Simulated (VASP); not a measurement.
# CaO (rock salt type) (Fm-3m) in VASP: notebook

The runs below take CaO (rock salt type) through single point, with HSE06.

Program: VASP 6.6.1. These are calculated values, not measurements. Logs are shortened: lines on timing, memory, paths and dates and some standing lists are left out, and cuts for length are marked.

## Step 1: The cell of the first run

It takes space group Fm-3m (No. 225, cubic). The conventional cell has a = 4.830 Å, b = 4.830 Å, c = 4.830 Å, α = 90.00°, β = 90.00°, γ = 90.00°. Within 3.2 Å of Ca (site symmetry m-3m) lie 6 O at 2.42 Å. O (site symmetry m-3m) has 6 Ca at 2.42 Å within 3.2 Å.

## Step 2: Single point, HSE06

POSCAR reads:

```
CaO
1.0
    0.0000000000      2.4150000000      2.4150000000
    2.4150000000      0.0000000000      2.4150000000
    2.4150000000      2.4150000000      0.0000000000
Ca O
1 1
Direct
    0.0000000000      0.0000000000      0.0000000000
    0.5000000000      0.5000000000      0.5000000000
```

INCAR.step1 reads:

```
SYSTEM = CaO
ALGO = Normal
EDIFF = 1E-5
ENCUT = 520
GGA = PE
ISIF = 2
ISMEAR = -1
LASPH = .True.
LCHARG = .False.
LREAL = .False.
LWAVE = .True.
NBANDS = 15
NELM = 80
PREC = Accurate
SIGMA = 0.02
```

INCAR.step2 reads:

```
SYSTEM = CaO
ALGO = Normal
EDIFF = 1E-6
ENCUT = 520
GGA = PE
HFSCREEN = 0.2079
ISIF = 2
ISMEAR = -1
ISTART = 1
LASPH = .True.
LCHARG = .False.
LHFCALC = .True.
LREAL = .False.
LWAVE = .False.
NBANDS = 15
NELM = 80
PREC = Accurate
PRECFOCK = Normal
SIGMA = 0.02
```

KPOINTS reads:

```
k-points
0
Gamma
  6 6 6
  0 0 0
```

Potentials or basis: VASP PAW PBE potentials, release 64 (Ca_sv, O).

Command:

```console
$ cat potpaw_PBE.64/Ca_sv/POTCAR potpaw_PBE.64/O/POTCAR > POTCAR
$ cp INCAR.step1 INCAR
$ mpirun -np 1 vasp_std > vasp.out
$ cp INCAR.step2 INCAR
$ mpirun -np 1 vasp_std > vasp.out
```

OUTCAR:

```text
SYSTEM = CaO
   EDIFF = 1E-6
   ENCUT = 520
   GGA = PE
   HFSCREEN = 0.2079
   ISIF = 2
   ISMEAR = -1
   ISTART = 1
   LASPH = .True.
   LHFCALC = .True.
   LREAL = .False.
   NELM = 80
   PREC = Accurate
   PRECFOCK = Normal

 ion  position               nearest neighbor table
   1  0.000  0.000  0.000-   2 2.42   2 2.42   2 2.42   2 2.42   2 2.42   2 2.42
   2  0.500  0.500  0.500-   1 2.42   1 2.42   1 2.42   1 2.42   1 2.42   1 2.42

  LATTYP: Found a face centered cubic cell.
 ALAT       =     4.8300000000

  Lattice vectors:

 A1 = (   0.0000000000,   2.4150000000,   2.4150000000)
 A2 = (   2.4150000000,   0.0000000000,   2.4150000000)
 A3 = (   2.4150000000,   2.4150000000,   0.0000000000)

Analysis of symmetry for initial positions (statically):
=====================================================================
 Subroutine PRICEL returns:
 Original cell was already a primitive cell.

 Routine SETGRP: Setting up the symmetry group for a
 face centered cubic supercell.

 Subroutine GETGRP returns: Found 48 space group operations
 (whereof 48 operations were pure point group operations)
 out of a pool of 48 trial point group operations.

The static configuration has the point symmetry O_h .

Analysis of symmetry for dynamics (positions and initial velocities):
=====================================================================
 Subroutine PRICEL returns:
 Original cell was already a primitive cell.

 Routine SETGRP: Setting up the symmetry group for a
 face centered cubic supercell.

 Subroutine GETGRP returns: Found 48 space group operations
 (whereof 48 operations were pure point group operations)
 out of a pool of 48 trial point group operations.

The dynamic configuration has the point symmetry O_h .

 Subroutine INISYM returns: Found 48 space group operations
 (whereof 48 operations are pure point group operations),
 and found     1 'primitive' translations

----------------------------------------------------------------------------------------

                                     Primitive cell

  volume of cell :      28.1696

  direct lattice vectors                    reciprocal lattice vectors
     0.000000000  2.415000000  2.415000000    -0.207039337  0.207039337  0.207039337
     2.415000000  0.000000000  2.415000000     0.207039337 -0.207039337  0.207039337
     2.415000000  2.415000000  0.000000000     0.207039337  0.207039337 -0.207039337

  length of vectors
     3.415325753  3.415325753  3.415325753     0.358602652  0.358602652  0.358602652

  position of ions in fractional coordinates (direct lattice)
     0.000000000  0.000000000  0.000000000
     0.500000000  0.500000000  0.500000000

  ion indices of the primitive-cell ions
   primitive index   ion index
                 1           1
                 2           2

----------------------------------------------------------------------------------------

 KPOINTS: k-points

Automatic generation of k-mesh.
 Grid dimensions read from file:
 generate k-points for:    6    6    6

 Generating k-lattice:

  Cartesian coordinates                     Fractional coordinates (reciprocal lattice)
    -0.034506556  0.034506556  0.034506556     0.166666667  0.000000000  0.000000000
     0.034506556 -0.034506556  0.034506556     0.000000000  0.166666667  0.000000000
     0.034506556  0.034506556 -0.034506556     0.000000000  0.000000000  0.166666667

  Length of vectors
     0.059767109  0.059767109  0.059767109

  Shift w.r.t. Gamma in fractional coordinates (k-lattice)
     0.000000000  0.000000000  0.000000000

 Subroutine IBZKPT returns following result:
 ===========================================

 Found     16 irreducible k-points:

 Following reciprocal coordinates:
            Coordinates               Weight
  0.000000  0.000000  0.000000      1.000000
  0.166667  0.000000  0.000000      8.000000
  0.333333  0.000000  0.000000      8.000000
  0.500000  0.000000  0.000000      4.000000
  0.166667  0.166667  0.000000      6.000000
  0.333333  0.166667  0.000000     24.000000
[... 8 lines left out ...]
 -0.333333  0.333333  0.166667     24.000000
 -0.333333  0.500000  0.166667     12.000000
   k-points           NKPTS =     16   k-points in BZ     NKDIM =    216   number of bands    NBANDS=     15
   number of dos      NEDOS =    301   number of ions     NIONS =      2
   total plane-waves  NPLWV =  21952
   dimension x,y,z NGX =    28 NGY =   28 NGZ =   28
   dimension x,y,z NGXF=    56 NGYF=   56 NGZF=   56
   ions per type =               1   1
   NGX,Y,Z   is equivalent  to a cutoff of  13.63, 13.63, 13.63 a.u.
   NGXF,Y,Z  is equivalent  to a cutoff of  27.26, 27.26, 27.26 a.u.
 SYSTEM =  CaO
   PREC   = accura    normal or accurate (medium, high low for compatibility)
   ISTART =      1    job   : 0-new  1-cont  2-samecut
   ICHARG =      0    charge: 1-file 2-atom 10-const
   ISPIN  =      1    spin polarized calculation?
   LNONCOLLINEAR =      F non collinear calculations
   LSORBIT =      F    spin-orbit coupling
   LASPH  =      T    aspherical Exc in radial PAW
   ENCUT  =  520.0 eV  38.22 Ry    6.18 a.u.   6.35  6.35  6.35*2*pi/ulx,y,z
   NELM   =     80;   NELMIN=  2; NELMDL=  0     # of ELM steps
   EDIFF  = 0.1E-05   stopping-criterion for ELM
   LREAL  =      F    real-space projection
   EDIFFG = 0.1E-04   stopping-criterion for IOM
   NSW    =      0    number of steps for IOM
   IBRION =     -1    ionic relax: 0-MD 1-quasi-New 2-CG
   NFREE  =      0    steps in history (QN), initial steepest desc. (CG)
   ISIF   =      2    stress and relaxation
   ISYM   =      3    0-nonsym 1-usesym 2-fastsym
   POTIM  = 0.5000    time-step for ionic-motion
   TEBEG  =    0.0;   TEEND  =   0.0 temperature during run
   PSTRESS=    0.0 pullay stress
   NELECT =      16.0000    total number of electrons
   NUPDOWN=      -1.0000    fix difference up-down
   EMIN   =  10.00;   EMAX   =-10.00  energy-range for DOS
   EFERMI =   0.00;   METHOD = LEGACY
   ISMEAR =    -1;   SIGMA  =   0.02  broadening in eV -4-tet -1-fermi 0-gaus
   EFERMI_NEDOS =   21; number of points for ismear=-14 and -15
   IALGO  =     38    algorithm
   IMIX   =      1    mixing-type and parameters
     AMIX     =   0.40;   BMIX     =  1.00
     AMIX_MAG =   1.60;   BMIX_MAG =  1.00
  volume/ion in A,a.u.               =      14.08        95.05
  Fermi-wavevector in a.u.,A,eV,Ry     =   1.355775  2.562044 25.009229  1.838126
  Thomas-Fermi vector in A             =   2.482834
   LORBIT       =      0    0 simple, 1 ext, 2 COOP (PROOUT), +10 PAW based schemes
   GGA     = PE    functional components
   LHFCALC =     T    Hartree Fock is set to
   PRECFOCK=normal    Normal, Fast or Accurate (Low or Medium for compatibility)
   ENCUT4O =  -1.0   cutoff for four orbital integrals eV
   NKREDX  =     1    reduce k-point grid by
   NKREDY  =     1    reduce k-point grid by
   NKREDZ  =     1    reduce k-point grid by
   AEXX    =    0.2500 exact exchange contribution
   HFSCREEN=    0.2079 screening length (either q_TF or 0.3 A-1)
   HFSCREENC=   0.2079 screening length for correlation (either q_TF or 0.3 A-1)
   ENCUTFOCK=  -1.0 apply spherical cutoff to Coloumb kernel
   IVDW    =     0    specifies the selected vdW correction
   LEPSILON=     F    determine dielectric tensor
   LRPA    =     F    only Hartree local field effects (RPA)
 non-spin polarized calculation
  energy-cutoff  :      520.00
  volume of cell :       28.17
 maximum number of plane-waves:       769
 NGX is ok and might be reduce to    28
  NGX = 20; NGY = 20; NGZ = 20

 number of electron      15.9999999 magnetization

 Free energy of the ion-electron system (eV)
  ---------------------------------------------------
  ext. energy  EPLUGINS =         0.00000000
  ---------------------------------------------------
  free energy    TOTEN  =       -14.87686325 eV

  energy without entropy =      -14.87686325  energy(sigma->0) =      -14.87686325

 E-fermi :   1.7807     XC(G=0):  -8.5601

 val. band max:        1.2121927536   @ k =   0.0000   0.0000   0.0000
 cond. band min:       6.5077713546   @ k =   0.5000   0.5000   0.0000
 fundamental gap:      5.2955786010
 Fermi energy:         1.7806708364

 k-point     1 :       0.0000    0.0000    0.0000
  band No.  band energies     occupation
      1     -39.0417      2.00000
      2     -18.3417      2.00000
      3     -18.3417      2.00000
      4     -18.3417      2.00000
      5     -15.7981      2.00000
      6       1.2122      2.00000
      7       1.2122      2.00000
      8       1.2122      2.00000
      9       7.3051      0.00000
     10       9.3582      0.00000
     11       9.3582      0.00000
     12       9.3582      0.00000
     13      10.9621      0.00000
     14      10.9621      0.00000
     15      17.7883      0.00000

 k-point     2 :       0.1667    0.0000    0.0000
  band No.  band energies     occupation
      1     -39.0170      2.00000
      2     -18.7331      2.00000
      3     -18.3538      2.00000
      4     -18.3538      2.00000
      5     -15.3789      2.00000
      6       0.3332      2.00000
      7       0.8624      2.00000
      8       0.8624      2.00000
      9       8.4593      0.00000
     10       9.2734      0.00000
     11       9.8556      0.00000
     12       9.8556      0.00000
     13      11.6243      0.00000
     14      11.6243      0.00000
     15      18.8495      0.00000
[... 221 lines left out ...]
      3     -18.6694      2.00000
      4     -18.5369      2.00000
      5     -14.9267      2.00000
      6      -0.6133      2.00000
      7       0.0474      2.00000
      8       0.1511      2.00000
      9       9.5669      0.00000
     10       9.5986      0.00000
     11      11.9480      0.00000
     12      12.5353      0.00000
     13      13.5543      0.00000
     14      16.0851      0.00000
     15      16.8141      0.00000

 k-point    16 :      -0.3333    0.5000    0.1667
  band No.  band energies     occupation
      1     -38.9118      2.00000
      2     -18.8528      2.00000
      3     -18.7602      2.00000
      4     -18.6651      2.00000
      5     -15.1963      2.00000
      6      -0.1170      2.00000
      7       0.0761      2.00000
      8       0.3471      2.00000
      9       7.9583      0.00000
     10      10.8325      0.00000
     11      11.5995      0.00000
     12      13.0427      0.00000
     13      13.1228      0.00000
     14      16.1184      0.00000
     15      16.5832      0.00000

------------------------ aborting loop because EDIFF is reached ----------------------------------------

  FORCE on cell =-STRESS in cart. coord.  units (eV):
  Direction    XX          YY          ZZ          XY          YZ          ZX
  --------------------------------------------------------------------------------------
  -------------------------------------------------------------------------------------
  Total       -0.2646095     -0.2646095     -0.2646095      0.0000000     -0.0000000      0.0000000
  in kB      -15.0499371    -15.0499371    -15.0499371      0.0000000     -0.0000000      0.0000000
  external PRESSURE =     -15.0499371 kB  Pullay stress =       0.0000000 kB

 VOLUME and BASIS-vectors are now :
 -----------------------------------------------------------------------------
  energy-cutoff  :      520.00
  volume of cell :       28.17
      direct lattice vectors                 reciprocal lattice vectors
     0.000000000  2.415000000  2.415000000    -0.207039337  0.207039337  0.207039337
     2.415000000  0.000000000  2.415000000     0.207039337 -0.207039337  0.207039337
     2.415000000  2.415000000  0.000000000     0.207039337  0.207039337 -0.207039337

 POSITION                                       TOTAL-FORCE (eV/Angst)
 -----------------------------------------------------------------------------------
      0.00000      0.00000      0.00000         0.000000     -0.000000      0.000000
      2.41500      2.41500      2.41500        -0.000000      0.000000     -0.000000
 -----------------------------------------------------------------------------------
    total drift:                                0.000001      0.000001      0.000001

  FREE ENERGIE OF THE ION-ELECTRON SYSTEM (eV)
  ---------------------------------------------------
  free  energy   TOTEN  =       -14.8768632451 eV

  energy  without entropy=      -14.8768632451  energy(sigma->0) =      -14.87686325
```

It took 18 min on 1 thread of Intel Xeon Platinum 8488C (Sapphire Rapids), shared host; peak memory 0.27 GiB.

What came out:

- Free energy: -14.8769 eV
- Pressure: -1.5 GPa
- Band gap on the k mesh: 5.30 eV (least direct gap 5.72 eV)

Caveat: the PAW data sets were made with another functional, which shifts forces and pressure a little. A k mesh can miss the band edges.

[end of part 1 of 2]
